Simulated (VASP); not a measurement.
# Si (P6_3/mmc) in VASP: dielectric tensor with PBE

Aim: the dielectric tensor of Si with PBE.

Everything below comes from runs of VASP 6.6.1. Logs are shortened: lines on timing, memory, paths and dates and some standing lists are left out, and cuts for length are marked.

## 1. The cell of the first run

The structure is hexagonal, space group P6_3/mmc (No. 194). Conventional cell: a = 3.832 Å, b = 3.832 Å, c = 6.341 Å, α = 90.00°, β = 90.00°, γ = 120.00°. Si (site symmetry 3m) has 4 Si at 2.35 to 2.37 Å within 3.1 Å.

## 2. Dielectric tensor, PBE

Input file INCAR:

```
ALGO = Normal
EDIFF = 1E-8
ENCUT = 520
GGA = PE
ISIF = 2
ISMEAR = 0
LASPH = True
LCHARG = False
LEPSILON = True
LREAL = False
LWAVE = False
NELM = 80
PREC = Accurate
SIGMA = 0.01
```

Input file KPOINTS:

```
k-points
0
Gamma
  6 6 4
```

Input file POSCAR:

```
Si
1.0
    3.8321168178      0.0000000000      0.0000000000
   -1.9160584089      3.3187105145      0.0000000000
    0.0000000000      0.0000000000      6.3412384215
Si
4
Direct
    0.3333333333      0.6666666667      0.0630612420
    0.6666666667      0.3333333333      0.5630612420
    0.3333333333      0.6666666667      0.4369387580
    0.6666666667      0.3333333333      0.9369387580
```

Potentials or basis: VASP PAW PBE potentials, release 64 (Si).

Launch:

```console
$ cat potpaw_PBE.64/Si/POTCAR > POTCAR
$ mpirun -np 1 vasp_std > vasp.out
```

OUTCAR:

```text
EDIFF = 1E-8
   ENCUT = 520
   GGA = PE
   ISIF = 2
   ISMEAR = 0
   LASPH = True
   LEPSILON = True
   LREAL = False
   NELM = 80
   PREC = Accurate

 ion  position               nearest neighbor table
   1  0.333  0.667  0.063-   4 2.35   4 2.35   4 2.35   3 2.37
   2  0.667  0.333  0.563-   3 2.35   3 2.35   3 2.35   4 2.37
   3  0.333  0.667  0.437-   2 2.35   2 2.35   2 2.35   1 2.37
   4  0.667  0.333  0.937-   1 2.35   1 2.35   1 2.35   2 2.37

  LATTYP: Found a hexagonal cell.
 ALAT       =     3.8321168178
 C/A-ratio  =     1.6547612515

  Lattice vectors:

 A1 = (   3.8321168178,   0.0000000000,   0.0000000000)
 A2 = (  -1.9160584089,   3.3187105145,   0.0000000000)
 A3 = (   0.0000000000,   0.0000000000,   6.3412384215)

Analysis of symmetry for initial positions (statically):
=====================================================================
 Subroutine PRICEL returns:
 Original cell was already a primitive cell.

 Routine SETGRP: Setting up the symmetry group for a
 hexagonal supercell.

 Subroutine GETGRP returns: Found 24 space group operations
 (whereof 12 operations were pure point group operations)
 out of a pool of 24 trial point group operations.

The static configuration has the point symmetry D_3d.
 The point group associated with its full space group is D_6h.

Analysis of symmetry for dynamics (positions and initial velocities):
=====================================================================
 Subroutine PRICEL returns:
 Original cell was already a primitive cell.

 Routine SETGRP: Setting up the symmetry group for a
 hexagonal supercell.

 Subroutine GETGRP returns: Found 24 space group operations
 (whereof 12 operations were pure point group operations)
 out of a pool of 24 trial point group operations.

The dynamic configuration has the point symmetry D_3d.
 The point group associated with its full space group is D_6h.

 Subroutine INISYM returns: Found 24 space group operations
 (whereof 12 operations are pure point group operations),
 and found     1 'primitive' translations

----------------------------------------------------------------------------------------

                                     Primitive cell

  volume of cell :      80.6459

  direct lattice vectors                    reciprocal lattice vectors
     3.832116818  0.000000000  0.000000000     0.260952379  0.150660926  0.000000000
    -1.916058409  3.318710515  0.000000000     0.000000000  0.301321852  0.000000000
     0.000000000  0.000000000  6.341238421     0.000000000  0.000000000  0.157697903

  length of vectors
     3.832116818  3.832116818  6.341238421     0.301321852  0.301321852  0.157697903

  position of ions in fractional coordinates (direct lattice)
     0.333333333  0.666666667  0.063061242
     0.666666667  0.333333333  0.563061242
     0.333333333  0.666666667  0.436938758
     0.666666667  0.333333333  0.936938758

  ion indices of the primitive-cell ions
   primitive index   ion index
                 1           1
                 2           2
                 3           3
                 4           4

----------------------------------------------------------------------------------------

 KPOINTS: k-points

Automatic generation of k-mesh.
 Grid dimensions read from file:
 generate k-points for:    6    6    4

 Generating k-lattice:

  Cartesian coordinates                     Fractional coordinates (reciprocal lattice)
[... 93 lines left out ...]
   NGX = 15   NGY = 15   NGZ = 23

--------------------------------------- Ionic step        1  -------------------------------------------

 number of electron      16.0000000 magnetization

 E-fermi :   6.0578     XC(G=0):  -9.3745

 val. band max:        6.0158255102   @ k =   0.0000   0.0000   0.0000
 cond. band min:       6.4402859619   @ k =   0.5000   0.0000   0.0000
 fundamental gap:      0.4244604517
 Fermi energy:         6.0577765326

 k-point     1 :       0.0000    0.0000    0.0000
  band No.  band energies     occupation
      1      -6.1648      2.00000
      2      -3.8916      2.00000
      3      -1.1919      2.00000
      4       4.5059      2.00000
      5       4.5059      2.00000
      6       5.6569      2.00000
      7       6.0158      2.00000
      8       6.0158      2.00000
      9       7.0549      0.00000
     10       8.0230      0.00000
     11       8.0230      0.00000
     12       8.3365      0.00000
[... 286 lines left out ...]
 k-point    21 :       0.3333    0.3333    0.5000
  band No.  band energies     occupation
      1      -2.7282      2.00000
      2      -2.7282      2.00000
      3      -1.3929      2.00000
      4      -1.3929      2.00000
      5       1.5475      2.00000
      6       1.5475      2.00000
      7       4.0198      2.00000
      8       4.0198      2.00000
      9       7.5700      0.00000
     10       7.5700      0.00000
     11       9.6201      0.00000
     12       9.6201      0.00000

  FORCE on cell =-STRESS in cart. coord.  units (eV):
  Direction    XX          YY          ZZ          XY          YZ          ZX
  --------------------------------------------------------------------------------------
  -------------------------------------------------------------------------------------
  Total        0.6950157      0.6950157      0.4813673      0.0000000      0.0000000      0.0000000
  in kB       13.8077520     13.8077520      9.5632374      0.0000000      0.0000000      0.0000000
  external PRESSURE =      12.3929138 kB  Pullay stress =       0.0000000 kB

 VOLUME and BASIS-vectors are now :
 -----------------------------------------------------------------------------
  energy-cutoff  :      520.00
  volume of cell :       80.65
      direct lattice vectors                 reciprocal lattice vectors
     3.832116818  0.000000000  0.000000000     0.260952379  0.150660926  0.000000000
    -1.916058409  3.318710515  0.000000000     0.000000000  0.301321852  0.000000000
     0.000000000  0.000000000  6.341238421     0.000000000  0.000000000  0.157697903

 POSITION                                       TOTAL-FORCE (eV/Angst)
 -----------------------------------------------------------------------------------
     -0.00000      2.21247      0.39989         0.000000      0.000000     -0.011808
      1.91606      1.10624      3.57051         0.000000     -0.000000     -0.011808
     -0.00000      2.21247      2.77073         0.000000      0.000000      0.011808
      1.91606      1.10624      5.94135        -0.000000     -0.000000      0.011808
 -----------------------------------------------------------------------------------
    total drift:                               -0.000000      0.000000     -0.000000

  FREE ENERGIE OF THE ION-ELECTRON SYSTEM (eV)
  ---------------------------------------------------
  free  energy   TOTEN  =       -21.6255101741 eV

  energy  without entropy=      -21.6255101741  energy(sigma->0) =      -21.62551017

 HEAD OF MICROSCOPIC STATIC DIELECTRIC TENSOR (INDEPENDENT PARTICLE, excluding Hartree and local field effects)
 ------------------------------------------------------
          16.046919     0.000000    -0.000000
           0.000000    16.046919     0.000000
           0.000000     0.000000    13.969108
 ------------------------------------------------------

 Free energy of the ion-electron system (eV)
  ---------------------------------------------------
  ---------------------------------------------------
  free energy    TOTEN  =        -3.41541018 eV

  energy without entropy =       -3.41541018

------------------------ aborting loop because EDIFF is reached ----------------------------------------

--------------------------------------- Ionic step        2  -------------------------------------------

------------------------ aborting loop because EDIFF is reached ----------------------------------------

--------------------------------------- Ionic step        3  -------------------------------------------

 Free energy of the ion-electron system (eV)
  ---------------------------------------------------
  ---------------------------------------------------
  free energy    TOTEN  =        -2.95025219 eV

  energy without entropy =       -2.95025219

------------------------ aborting loop because EDIFF is reached ----------------------------------------

 PIEZOELECTRIC TENSOR FIELD DIRECTION 3  (e Angst)
 -----------------------------------------------------------------------------
    -0.01200  0.00000 -0.00000           (  0.00000  0.00000  0.00000)
     0.00000 -0.01200 -0.00000           (  0.00000  0.00000  0.00000)
    -0.00000  0.00000  0.02441           (  0.00000  0.00000  0.00001)

 PIEZOELECTRIC TENSOR FIELD DIRECTION 3  (C/m^2)
 -----------------------------------------------------------------------------
    -0.00238  0.00000 -0.00000
     0.00000 -0.00238 -0.00000
    -0.00000  0.00000  0.00485

 MACROSCOPIC STATIC DIELECTRIC TENSOR (including local field effects in DFT)
 ------------------------------------------------------
          15.324718     0.000000     0.000000
           0.000000    15.324718    -0.000000
           0.000000     0.000000    13.352273
 ------------------------------------------------------

 PIEZOELECTRIC TENSOR (including local field effects)  for field in x, y, z        (e  Angst)
          XX          YY          ZZ          XY          YZ          ZX
  --------------------------------------------------------------------------------
  x     0.00000     0.00000     0.00000     0.00000     0.00000     0.00000
  y     0.00000     0.00000     0.00000     0.00000     0.00000     0.00000
  z     0.00000     0.00000     0.00000     0.00000     0.00000     0.00000

 PIEZOELECTRIC TENSOR (including local field effects)  for field in x, y, z        (C/m^2)
          XX          YY          ZZ          XY          YZ          ZX
  --------------------------------------------------------------------------------
  x     0.00000     0.00000     0.00000     0.00000     0.00000     0.00000
  y     0.00000     0.00000     0.00000     0.00000     0.00000     0.00000
  z     0.00000     0.00000     0.00000     0.00000     0.00000     0.00000

 BORN EFFECTIVE CHARGES (including local field effects) (in |e|, cummulative output)
 ---------------------------------------------------------------------------------
 ion    1
    1    -0.00000     0.00000     0.00000
    2     0.00000    -0.00000     0.00000
    3     0.00000     0.00000     0.00000
 ion    2
    1    -0.00000    -0.00000     0.00000
    2    -0.00000    -0.00000    -0.00000
    3    -0.00000    -0.00000     0.00000
 ion    3
    1    -0.00000    -0.00000     0.00000
    2    -0.00000    -0.00000    -0.00000
    3    -0.00000    -0.00000     0.00000
 ion    4
    1    -0.00000     0.00000     0.00000
    2     0.00000    -0.00000     0.00000
    3    -0.00000     0.00000     0.00000
```

Run time: 5.9 min. Hardware: 1 thread of Intel Xeon Platinum 8259CL at 2.50GHz (Skylake/Cascade Lake), shared host; peak memory 0.25 GiB.

What came out:

```yaml
Band_gap_on_the_k_mesh: 0.42 eV, indirect (least direct gap 1.04 eV)
Electronic_dielectric_tensor_diagonal: 15.32, 15.32, 13.35
Born_charges_mean_of_the_diagonal: Si +0.00 e
```

Levels at points of the mesh, in eV from the valence-band top:
| k point | band 6 | band 7 | band 8 | band 9 | band 10 | band 11 |
| --- | --- | --- | --- | --- | --- | --- |
| (0.00, 0.00, 0.00) | -0.36 | 0.00 | 0.00 | 1.04 | 2.01 | 2.01 |
| (0.50, 0.00, 0.00) | -3.04 | -2.98 | -1.44 | 0.42 | 2.34 | 2.99 |
| (0.00, 0.00, 0.50) | -0.92 | -0.92 | -0.92 | 1.81 | 1.81 | 2.98 |
| (0.50, 0.00, 0.50) | -2.46 | -2.41 | -2.41 | 0.92 | 0.92 | 1.66 |

Electronic dielectric tensor:
```
15.32  0.00  0.00
 0.00 15.32  0.00
 0.00  0.00 13.35
```

Born effective charge tensors (e):
atom 1, Si
```
0.00 0.00 0.00
0.00 0.00 0.00
0.00 0.00 0.00
```
atom 2, Si
```
0.00 0.00 0.00
0.00 0.00 0.00
0.00 0.00 0.00
```
atom 3, Si
```
0.00 0.00 0.00
0.00 0.00 0.00
0.00 0.00 0.00
```
atom 4, Si
```
0.00 0.00 0.00
0.00 0.00 0.00
0.00 0.00 0.00
```

Caveat: the gap is small at this level, which inflates the dielectric constant.
